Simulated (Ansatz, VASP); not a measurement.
**TaAs: VASP beside Ansatz**

```
Ta As
1.0
    -1.72181    1.72181    5.86794
     1.72181   -1.72181    5.86794
     1.72181    1.72181   -5.86794
Ta As
2 2
Direct
  0.47878 0.99446 0.47340
  0.72884 0.74467 0.97368
  0.06120 0.57693 0.47342
  0.31135 0.32714 0.97366
```

Alike in both runs: functional PBE; k mesh 8 × 8 × 8; no spin polarisation.

Ansatz relaxed the structure, and its values are those at the end. VASP's run is a single point on that final structure, the one shown.

```csv
,VASP,Ansatz
version,VASP 6.6.1,Ansatz 0.2.0
potentials or method,"VASP PAW PBE potentials, release 64 (Ta_pv, As)","plane waves, PAW"
plane-wave cutoff (eV),500,420
occupations,"fermi-dirac, width 0.1 eV",fermi-dirac
valence electrons in the cell,32,56
```

|  | VASP | Ansatz | Ansatz less VASP |
| --- | --- | --- | --- |
| rms of the force components (eV/Å) | 0.003 | 0.003 | +0.0001 |

VASP's potentials hold 32 valence electrons a cell and Ansatz's 56, so a difference there can come from the potentials and not from the codes.

Neither program's run includes spin-orbit coupling.
